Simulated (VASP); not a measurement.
Wanted: the native input for a VASP 6.6.1 run.

```yaml
Task: electric field gradients
Functional: PBE
Potentials_or_basis: VASP PAW PBE potentials, release 64 (Zn, Se)
Cutoff: 520 eV
k_mesh: 8 × 8 × 8
Occupations: fermi-dirac, width 0.03 eV
Spin: no spin polarisation
Dipole_correction: no
Further_INCAR_settings: ALGO = Normal; EDIFF = 1e-08; NBANDS = 16
```

The structure of ZnSe lies in POSCAR:

```
ZnSe
1.0
    0.0000000000      2.8054620000      2.8338000000
    2.8054620000      0.0000000000      2.8338000000
    2.8054620000      2.8054620000      0.0000000000
Zn Se
1 1
Direct
    0.0000000000      0.0000000000      0.0000000000
    0.7500000000      0.7500000000      0.7500000000
```

This cell differs from its parent crystal: equal xx and yy strain of -1 %.

The input as run:

INCAR

```
SYSTEM = ZnSe
PREC = Accurate ; ENCUT = 520
EDIFF = 1E-8 ; ISMEAR = -1
SIGMA = 0.03 ; LREAL = .FALSE.
LASPH = .TRUE. ; NELM = 60
ALGO = Normal ; ISIF = 2
LWAVE = .FALSE. ; LCHARG = .FALSE.
GGA = PE ; LEFG = .TRUE.
NBANDS = 16
```

KPOINTS

```
regular mesh
0
G
  8 8 8
  0 0 0
```

Potentials or basis: VASP PAW PBE potentials, release 64 (Zn, Se).

Run with:

```sh
$ cat potpaw_PBE.64/Zn/POTCAR potpaw_PBE.64/Se/POTCAR > POTCAR
$ mpirun -np 1 vasp_std > vasp.out
```

It gave:

- Pressure: 3.8 GPa
- Band gap on the k mesh: 1.36 eV, direct

Caveat: the cell differs from its parent crystal (equal xx and yy strain of -1 %); without QUAD_EFG the Cq values of the log hold for a quadrupole moment of 1 mb, not for the nuclei.

It took 30 s on 1 thread of Intel Xeon 6975P-C (shared host), peak memory 0.2 GiB.
